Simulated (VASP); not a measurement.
NbSiO4, 6 atoms in the cell. The structure is tetragonal, space group P4/mmm (No. 123). Conventional cell: a = 3.533 Å, b = 3.533 Å, c = 5.100 Å, α = 90.00°, β = 90.00°, γ = 90.00°. Nb (site symmetry 4/mmm) has 8 O at 2.13 Å within 2.8 Å. Within 2.9 Å of Si (site symmetry 4/mmm) lie 8 O at 2.23 Å. Within 2.8 Å of O (site symmetry 2mm) lie 2 Nb at 2.13 Å and 2 Si at 2.23 Å and 6 O at 2.39 to 2.71 Å. The cell was generated, and may not be a known phase.

| Item | Value |
| --- | --- |
| Program | VASP 6.6.1 |
| Task | relaxation of cell and atoms |
| Functional | PBE |
| Potentials or basis | VASP PAW PBE potentials, release 64 (Nb_sv, Si, O) |
| Cutoff | 600 eV |
| k mesh | 6 × 6 × 4 |
| Occupations | gaussian, width 0.1 eV |
| Spin | no spin polarisation |
| Dipole correction | no |
| Further INCAR settings | ALGO = Normal; EDIFF = 1e-07; IBRION = 2; EDIFFG = -0.04; NSW = 90; ISIF = 3 |

Potentials or basis: VASP PAW PBE potentials, release 64 (Nb_sv, Si, O).

Run with:

```sh
$ cat potpaw_PBE.64/Nb_sv/POTCAR potpaw_PBE.64/Si/POTCAR potpaw_PBE.64/O/POTCAR > POTCAR
$ mpirun -np 1 vasp_std > vasp.out
```

Hardware: 1 thread of AMD EPYC 9R45 96-Core Processor (Zen 5), on a shared host.

Question: How long does it take, and how much memory?

Answer: Wall time 2.7 min on 1 thread of AMD EPYC 9R45 96-Core Processor (Zen 5), on a shared host, peak memory 0.19 GiB. Counts: scf iterations 93, k points 30, ion steps 9.
